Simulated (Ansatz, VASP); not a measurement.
## One calculation of Ca, two programs

INCAR

```
PREC = Accurate
ENCUT = 520
EDIFF = 1E-7
ISMEAR = 0
SIGMA = 0.15
LREAL = F
LASPH = T
NELM = 100
ALGO = Normal
ISIF = 2
LWAVE = F
LCHARG = F
GGA = PS
NBANDS = 11
```

File KPOINTS:

```
Automatic mesh
0
Gamma
  14 14 14
```

POSCAR

```
Ca
1.0
    0.0000000000      2.8361130000      2.8361130000
    2.8361130000      0.0000000000      2.8361130000
    2.8361130000      2.8361130000      0.0000000000
Ca
1
Direct
    0.0000000000      0.0000000000      0.0000000000
```

Input for Ansatz:

```yaml
crystal:
  lattice:
    - [0.0, 2.836113, 2.836113]
    - [2.836113, 0.0, 2.836113]
    - [2.836113, 2.836113, 0.0]
  atoms:
    - { symbol: Ca, position: [0.0, 0.0, 0.0] }
basis:
  ecutwfc: 420
kpoints:
  mp_grid: { grid: [14, 14, 14] }
hamiltonian:
  xc: pbesol
scf:
  occupations: { method: gaussian, width: 0.15 }
output:
  forces: true
  stress: true
  eigenvalues: true
```

Change from the starting cell: strain +0.015 along x and y, +0.015 along z, atoms carried along.

Alike in both runs: task single point; functional PBEsol; k mesh 14 × 14 × 14; occupations gaussian, width 0.15 eV; no spin polarisation.

|  | VASP | Ansatz |
| --- | --- | --- |
| version | VASP 6.6.1 | Ansatz 0.2.0 |
| potentials or method | VASP PAW PBE potentials, release 64 (Ca_sv), cutoff 520 eV | scalar-relativistic, plane waves, PAW |
| valence electrons in the cell | 10 | 10 |

|  | VASP | Ansatz | Ansatz less VASP |
| --- | --- | --- | --- |
| gap on the k mesh at the Fermi level (eV) | none | none | - |
| pressure (GPa) | -1.7 | -1.7 | -0.01 |

VASP's potentials were made for PBE, not for PBEsol. A gap of «none» marks a metal or a gap that the smearing closes. With one functional, cell and mesh, what is left measures potentials, basis and numerics.
